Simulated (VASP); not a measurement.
**Si: single point with PBE**

The system is Si.

```xyz
4
Lattice="3.7559 0.0000 0.0000 -1.8779 3.2527 0.0000 0.0000 0.0000 6.6915" Properties=species:S:1:pos:R:3 pbc="T T T"
Si    0.0000    2.1685    0.2634
Si    1.8779    1.0842    3.6091
Si    0.0000    2.1685    3.0823
Si    1.8779    1.0842    6.4281
```

This cell differs from its parent crystal: c/a of the conventional cell at fixed volume 1.7816.

```yaml
Program: VASP 6.6.1
Task: single point
Functional: PBE
Potentials_or_basis: VASP PAW PBE potentials, release 64 (Si)
Cutoff: 520 eV
k_mesh: 12 × 12 × 6
Occupations: gaussian, width 0.05 eV
Spin: no spin polarisation
```

```json
{"Pressure": "6.1 GPa", "Largest force": "2.231 eV/Å", "Band gap on the k mesh": "zero (band 8 reaches 6.57 eV, above the bottom of band 9 at 6.20 eV)"}
```

Forces in eV/Å, atoms in the order of the input:
```
Si   0.000  0.000  2.231
Si   0.000  0.000  2.231
Si   0.000  0.000 -2.231
Si   0.000  0.000 -2.231
```

Stress tensor (GPa, compression positive):
```
13.72  0.00  0.00
 0.00 13.72  0.00
 0.00  0.00 -9.12
```

Levels at points of the mesh, in eV from the Fermi level:
```tsv
k point	band 4	band 5	band 6	band 7	band 8	band 9	band 10	band 11	band 12	band 13
(0.00, 0.00, 0.00)	-2.13	-2.13	-1.33	-1.33	-0.07	0.70	0.97	1.91	1.91	3.05
(0.50, 0.00, 0.00)	-7.34	-4.21	-3.70	-2.79	-2.47	-0.13	1.31	2.05	3.61	3.82
(0.00, 0.00, 0.50)	-4.31	-1.77	-1.77	-1.77	-1.77	1.57	1.57	2.42	2.42	2.42
(0.50, 0.00, 0.50)	-8.11	-3.30	-3.30	-2.35	-2.35	0.42	0.42	0.47	0.47	5.83
```

Run time: 39 s on 1 thread of AMD EPYC 9R45 96-Core Processor (Zen 5) (shared host), peak memory 0.19 GiB.

Caveat: forces of over 1 eV/Å act on the atoms, so gaps and moduli don't describe the material at rest.
